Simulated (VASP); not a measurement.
Here is a VASP 6.6.1 calculation.

The input INCAR:

```
ALGO = Normal
EDIFF = 1E-7
ENCUT = 520
GGA = PE
ISIF = 2
ISMEAR = 0
LASPH = T
LCHARG = F
LREAL = F
LWAVE = F
NBANDS = 11
NELM = 80
PREC = Accurate
SIGMA = 0.05
```

Contents of KPOINTS:

```
k-points
0
Gamma
  10 10 10
```

POSCAR

```
NaH
1.0
    3.0659411500      0.0000000000      0.0000000000
    0.0000000000      2.8443068500      0.0000000000
    0.0000000000      0.0000000000      2.9551240000
Na H
1 1
Direct
    0.0000000000      0.0000000000      0.0000000000
    0.5000000000      0.5000000000      0.5000000000
```

Potentials or basis: VASP PAW PBE potentials, release 64 (Na_pv, H).

Launch:

```sh
$ cat potpaw_PBE.64/Na_pv/POTCAR potpaw_PBE.64/H/POTCAR > POTCAR
$ mpirun -np 1 vasp_std > vasp.out
```

Problem. Predict the pressure.

Solution. 0.3 GPa.

Problem. What does it give for the band gap on the k mesh?

Solution. 0.65 eV (least direct gap 4.31 eV).

Stress tensor (GPa, compression positive):
```
-3.98  0.00  0.00
 0.00  4.56  0.00
 0.00  0.00  0.22
```

Caveat: the cell differs from its parent crystal (strain +0.0375 x Voigt [1, -1, 0, 0, 0, 0]). A k mesh can miss the band edges.
